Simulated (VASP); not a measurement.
# Y (P6_3/mmc) in VASP: relaxation of cell and atoms with PBE

Aim: the relaxation of cell and atoms of Y with PBE.

Program: VASP 6.6.1. These are calculated values, not measurements. Logs are shortened: lines on timing, memory, paths and dates and some standing lists are left out, and cuts for length are marked.

### 1 The cell of the first run

It takes space group P6_3/mmc (No. 194, hexagonal). The conventional cell has a = 3.608 Å, b = 3.608 Å, c = 5.845 Å, α = 90.00°, β = 90.00°, γ = 120.00°. Within 4.7 Å of Y (site symmetry -6m2) lie 12 Y at 3.59 to 3.61 Å.

### 2 Relaxation of cell and atoms, PBE

File INCAR:

```
SYSTEM = Y
ALGO     = Normal         ! electronic algorithm
EDIFF    = 1E-6           ! SCF threshold, eV
EDIFFG   = -0.005         ! ionic threshold
ENCUT    = 600            ! plane-wave cutoff, eV
GGA      = PE             ! functional
IBRION   = 2              ! ionic algorithm
ISIF     = 3              ! what is computed and relaxed
ISMEAR   = -1             ! smearing method
LASPH    = .TRUE.         ! aspherical terms in the spheres
LCHARG   = .FALSE.        ! write CHGCAR
LREAL    = .FALSE.        ! projectors in reciprocal space
LWAVE    = .FALSE.        ! write WAVECAR
NELM     = 100            ! most SCF steps
NSW      = 60             ! ionic steps
PREC     = Accurate       ! precision mode
SIGMA    = 0.05           ! smearing width, eV
```

File KPOINTS:

```
k-points
0
G
  14 14 7
  0 0 0
```

File POSCAR:

```
Y
1.0
    3.6077462290      0.0000000000      0.0000000000
   -1.8038731145      3.1243998848      0.0000000000
    0.0000000000      0.0000000000      5.8445488911
Y
2
Direct
    0.3333333333      0.6666666667      0.2500000000
    0.6666666667      0.3333333333      0.7500000000
```

Potentials or basis: VASP PAW PBE potentials, release 64 (Y_sv).

On the command line:

```bash
$ cat potpaw_PBE.64/Y_sv/POTCAR > POTCAR
$ mpirun -np 1 vasp_std > vasp.out
```

OUTCAR:

```text
SYSTEM = Y
   EDIFF = 1E-6
   EDIFFG = -0.005
   ENCUT = 600
   GGA = PE
   IBRION = 2
   ISIF = 3
   ISMEAR = -1
   LASPH = .TRUE.
   LREAL = .FALSE.
   NELM = 100
   NSW = 60
   PREC = Accurate

 ion  position               nearest neighbor table
   1  0.333  0.667  0.250-   2 3.59   2 3.59   2 3.59   2 3.59   2 3.59   2 3.59
   2  0.667  0.333  0.750-   1 3.59   1 3.59   1 3.59   1 3.59   1 3.59   1 3.59

  LATTYP: Found a hexagonal cell.
 ALAT       =     3.6077462290
 C/A-ratio  =     1.6200000000

  Lattice vectors:

 A1 = (   3.6077462290,   0.0000000000,   0.0000000000)
 A2 = (  -1.8038731145,   3.1243998848,   0.0000000000)
 A3 = (   0.0000000000,   0.0000000000,   5.8445488911)

Analysis of symmetry for initial positions (statically):
=====================================================================
 Subroutine PRICEL returns:
 Original cell was already a primitive cell.

 Routine SETGRP: Setting up the symmetry group for a
 hexagonal supercell.

 Subroutine GETGRP returns: Found 24 space group operations
 (whereof 12 operations were pure point group operations)
 out of a pool of 24 trial point group operations.

The static configuration has the point symmetry D_3d.
 The point group associated with its full space group is D_6h.

Analysis of symmetry for dynamics (positions and initial velocities):
=====================================================================
 Subroutine PRICEL returns:
 Original cell was already a primitive cell.

 Routine SETGRP: Setting up the symmetry group for a
 hexagonal supercell.

 Subroutine GETGRP returns: Found 24 space group operations
 (whereof 12 operations were pure point group operations)
 out of a pool of 24 trial point group operations.

The dynamic configuration has the point symmetry D_3d.
 The point group associated with its full space group is D_6h.

 Subroutine INISYM returns: Found 24 space group operations
 (whereof 12 operations are pure point group operations),
 and found     1 'primitive' translations

----------------------------------------------------------------------------------------

                                     Primitive cell

  volume of cell :      65.8800

  direct lattice vectors                    reciprocal lattice vectors
     3.607746229  0.000000000  0.000000000     0.277181358  0.160030732  0.000000000
    -1.803873114  3.124399885  0.000000000     0.000000000  0.320061464  0.000000000
     0.000000000  0.000000000  5.844548891     0.000000000  0.000000000  0.171099604

  length of vectors
     3.607746229  3.607746229  5.844548891     0.320061464  0.320061464  0.171099604

  position of ions in fractional coordinates (direct lattice)
     0.333333333  0.666666667  0.250000000
     0.666666667  0.333333333  0.750000000

  ion indices of the primitive-cell ions
   primitive index   ion index
                 1           1
                 2           2

----------------------------------------------------------------------------------------

 KPOINTS: k-points

Automatic generation of k-mesh.
 Grid dimensions read from file:
 generate k-points for:   14   14    7

 Generating k-lattice:

  Cartesian coordinates                     Fractional coordinates (reciprocal lattice)
     0.019798668  0.011430767  0.000000000     0.071428571 -0.000000000  0.000000000
     0.000000000  0.022861533  0.000000000     0.000000000  0.071428571  0.000000000
     0.000000000  0.000000000  0.024442801     0.000000000  0.000000000  0.142857143

  Length of vectors
     0.022861533  0.022861533  0.024442801

  Shift w.r.t. Gamma in fractional coordinates (k-lattice)
     0.000000000  0.000000000  0.000000000

 Subroutine IBZKPT returns following result:
 ===========================================

 Found     96 irreducible k-points:

 Following reciprocal coordinates:
            Coordinates               Weight
  0.000000  0.000000  0.000000      1.000000
  0.071429 -0.000000  0.000000      6.000000
  0.142857 -0.000000  0.000000      6.000000
  0.214286  0.000000  0.000000      6.000000
  0.285714 -0.000000  0.000000      6.000000
  0.357143 -0.000000  0.000000      6.000000
[... 16 lines left out ...]
  0.285714  0.285714  0.000000      6.000000
  0.357143  0.285714  0.000000      6.000000
 [... further k-points ...]
   k-points           NKPTS =     96   k-points in BZ     NKDIM =     96   number of bands    NBANDS=     15
   number of dos      NEDOS =    301   number of ions     NIONS =      2
   total plane-waves  NPLWV =  43200
   dimension x,y,z NGX =    30 NGY =   30 NGZ =   48
   dimension x,y,z NGXF=    60 NGYF=   60 NGZF=   96
   ions per type =               2
   NGX,Y,Z   is equivalent  to a cutoff of  13.82, 13.82, 13.65 a.u.
   NGXF,Y,Z  is equivalent  to a cutoff of  27.65, 27.65, 27.31 a.u.
 SYSTEM =  Y
   PREC   = accura    normal or accurate (medium, high low for compatibility)
   ISTART =      0    job   : 0-new  1-cont  2-samecut
   ICHARG =      2    charge: 1-file 2-atom 10-const
   ISPIN  =      1    spin polarized calculation?
   LNONCOLLINEAR =      F non collinear calculations
   LSORBIT =      F    spin-orbit coupling
   LASPH  =      T    aspherical Exc in radial PAW
   ENCUT  =  600.0 eV  44.10 Ry    6.64 a.u.   7.21  7.21 11.67*2*pi/ulx,y,z
   NELM   =    100;   NELMIN=  2; NELMDL= -5     # of ELM steps
   EDIFF  = 0.1E-05   stopping-criterion for ELM
   LREAL  =      F    real-space projection
   EDIFFG = -.5E-02   stopping-criterion for IOM
   NSW    =     60    number of steps for IOM
   IBRION =      2    ionic relax: 0-MD 1-quasi-New 2-CG
   NFREE  =      1    steps in history (QN), initial steepest desc. (CG)
   ISIF   =      3    stress and relaxation
   ISYM   =      2    0-nonsym 1-usesym 2-fastsym
   POTIM  = 0.5000    time-step for ionic-motion
   TEBEG  =    0.0;   TEEND  =   0.0 temperature during run
   PSTRESS=    0.0 pullay stress
   NELECT =      22.0000    total number of electrons
   NUPDOWN=      -1.0000    fix difference up-down
   EMIN   =  10.00;   EMAX   =-10.00  energy-range for DOS
   EFERMI =   0.00;   METHOD = LEGACY
   ISMEAR =    -1;   SIGMA  =   0.05  broadening in eV -4-tet -1-fermi 0-gaus
   EFERMI_NEDOS =   21; number of points for ismear=-14 and -15
   IALGO  =     38    algorithm
   IMIX   =      4    mixing-type and parameters
     AMIX     =   0.40;   BMIX     =  1.00
     AMIX_MAG =   1.60;   BMIX_MAG =  1.00
  volume/ion in A,a.u.               =      32.94       222.29
  Fermi-wavevector in a.u.,A,eV,Ry     =   1.135790  2.146331 17.551759  1.290018
  Thomas-Fermi vector in A             =   2.272494
   LORBIT       =      0    0 simple, 1 ext, 2 COOP (PROOUT), +10 PAW based schemes
   GGA     = PE    functional components
   LHFCALC =     F    Hartree Fock is set to
   AEXX    =    0.0000 exact exchange contribution
   IVDW    =     0    specifies the selected vdW correction
   LEPSILON=     F    determine dielectric tensor
   LRPA    =     F    only Hartree local field effects (RPA)
 conjugate gradient relaxation of ions
 non-spin polarized calculation
  energy-cutoff  :      600.00
  volume of cell :       65.88
 maximum number of plane-waves:      2221
 NGX is ok and might be reduce to    30
   NGX = 15   NGY = 15   NGZ = 23

--------------------------------------- Ionic step        1  -------------------------------------------

 number of electron      22.0000000 magnetization

 Free energy of the ion-electron system (eV)
  ---------------------------------------------------
  ext. energy  EPLUGINS =         0.00000000
  ---------------------------------------------------
  free energy    TOTEN  =       -12.86805886 eV

  energy without entropy =      -12.83127084  energy(sigma->0) =      -12.84966485

------------------------ aborting loop because EDIFF is reached ----------------------------------------

  FORCE on cell =-STRESS in cart. coord.  units (eV):
  Direction    XX          YY          ZZ          XY          YZ          ZX
  --------------------------------------------------------------------------------------
  -------------------------------------------------------------------------------------
  Total        0.2370335      0.2370335     -0.6876151     -0.0000000      0.0000000      0.0000000
  in kB        5.7645677      5.7645677    -16.7225462     -0.0000000      0.0000000      0.0000000
  external PRESSURE =      -1.7311370 kB  Pullay stress =       0.0000000 kB
[... 165 lines left out ...]
  energy  without entropy=      -12.8469218576  energy(sigma->0) =      -12.86401835

--------------------------------------- Ionic step        6  -------------------------------------------

 number of electron      22.0000001 magnetization

 Free energy of the ion-electron system (eV)
  ---------------------------------------------------
  ext. energy  EPLUGINS =         0.00000000
  ---------------------------------------------------
  free energy    TOTEN  =       -12.88115181 eV

  energy without entropy =      -12.84693330  energy(sigma->0) =      -12.86404256

 E-fermi :   3.0010     XC(G=0):  -9.4301

 val. band max:        2.9979336743   @ k =   0.4286   0.0714   0.4286
 cond. band min:       3.0035053400   @ k =   0.2857   0.2143   0.4286
 fundamental gap:      0.0055716657
 Fermi energy:         3.0010104280

 k-point     1 :       0.0000    0.0000    0.0000
  band No.  band energies     occupation
      1     -39.6867      2.00000
      2     -39.6107      2.00000
      3     -19.9674      2.00000
      4     -19.4921      2.00000
      5     -19.4921      2.00000
      6     -19.3985      2.00000
      7     -19.3985      2.00000
      8     -19.3594      2.00000
      9      -1.6852      2.00000
     10       1.1577      2.00000
     11       3.9504      0.00000
     12       4.7385      0.00000
     13       4.7385      0.00000
     14       5.1164      0.00000
     15       5.3608      0.00000
[... 397 lines left out ...]
 k-point    24 :       0.3571    0.2857    0.0000
  band No.  band energies     occupation
      1     -39.6142      2.00000
      2     -39.6080      2.00000
      3     -19.7977      2.00000
      4     -19.6989      2.00000
      5     -19.6975      2.00000
      6     -19.6351      2.00000
      7     -19.5860      2.00000
      8     -19.5826      2.00000
      9       2.1552      2.00000
     10       2.2931      2.00000
     11       2.4421      1.99997
     12       2.5148      1.99988
     13       4.0644      0.00000
     14       4.1518      0.00000
     15       5.3385      0.00000

 [... further k-points ...]

------------------------ aborting loop because EDIFF is reached ----------------------------------------

  FORCE on cell =-STRESS in cart. coord.  units (eV):
  Direction    XX          YY          ZZ          XY          YZ          ZX
  --------------------------------------------------------------------------------------
  -------------------------------------------------------------------------------------
  Total       -0.0047153     -0.0047153     -0.0028321      0.0000000     -0.0000000      0.0000000
  in kB       -0.1150951     -0.1150951     -0.0691294      0.0000000     -0.0000000      0.0000000
  external PRESSURE =      -0.0997732 kB  Pullay stress =       0.0000000 kB
[... 17 lines left out ...]
  FREE ENERGIE OF THE ION-ELECTRON SYSTEM (eV)
  ---------------------------------------------------
  free  energy   TOTEN  =       -12.8811518099 eV

  energy  without entropy=      -12.8469333032  energy(sigma->0) =      -12.86404256

 reached required accuracy - stopping structural energy minimisation
```

Wall time 8.8 min (1 thread of Intel Xeon Platinum 8175M at 2.50GHz (Skylake/Cascade Lake), shared host); peak memory 0.29 GiB.

What came out:

```
Free energy                           : -12.8812 eV
Relaxed volume                        : 32.82 Å³/atom
Relaxed cell                          : a = 3.653 Å, b = 3.653 Å, c = 5.679 Å, α = 90.00°, β = 90.00°, γ = 120.00°
Space group after relaxing (to 0.1 Å) : P6_3/mmc (No. 194)
Energy gained by relaxing             : 6.5 meV/atom
Ionic steps                           : 6
Pressure after relaxing               : 0.0 GPa
Band gap on the k mesh                : zero (bands 11 and 12 overlap by 1.44 eV)
```

The path:
```csv
step,energy change (eV),largest force (eV/Å),pressure (GPa),volume (Å³)
1,0.0000,0.0000,-0.17,65.88
2,-0.0104,0.0000,0.06,65.53
3,-0.0128,0.0000,0.23,65.28
4,-0.0128,0.0000,0.24,65.25
5,-0.0131,0.0000,-0.07,65.77
6,-0.0131,0.0000,-0.01,65.64
```

Final structure:
```
Y
1.0
     3.65311    0.00000    0.00000
    -1.82656    3.16369    0.00000
     0.00000    0.00000    5.67942
Y
2
Direct
  0.33333 0.66667 0.25000
  0.66667 0.33333 0.75000
```

Levels at points of the mesh, in eV from the Fermi level:
```tsv
k point	band 8	band 9	band 10	band 11	band 12	band 13	band 14	band 15
(0.00, 0.00, 0.00)	-22.36	-4.69	-1.84	0.95	1.74	1.74	2.12	2.36
(0.50, 0.00, 0.00)	-22.45	-1.68	-1.18	-0.80	-0.13	1.43	1.44	2.11
```
